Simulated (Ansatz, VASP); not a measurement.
AlP in VASP and in Ansatz

```
Al P
1.0
     0.00000    2.73926    2.73926
     2.73926    0.00000    2.73926
     2.73926    2.73926    0.00000
Al P
1 1
Direct
  0.00000 0.00000 0.00000
  0.25000 0.25000 0.25000
```

Alike in both runs: task single point; functional PBE; k mesh 6 × 6 × 6; no spin polarisation.

|  | VASP | Ansatz |
| --- | --- | --- |
| version | VASP 6.6.1 | Ansatz 0.2.0 |
| potentials or method | VASP PAW PBE potentials, release 64 (Al, P) | plane waves, PAW |
| plane-wave cutoff (eV) | 500 | 420 |
| occupations | gaussian, width 0.01 eV | fixed |
| valence electrons in the cell | 8 | 8 |

|  | VASP | Ansatz | Ansatz less VASP |
| --- | --- | --- | --- |
| gap on the k mesh at the Fermi level (eV) | 1.60 | 1.60 | +0.002 |
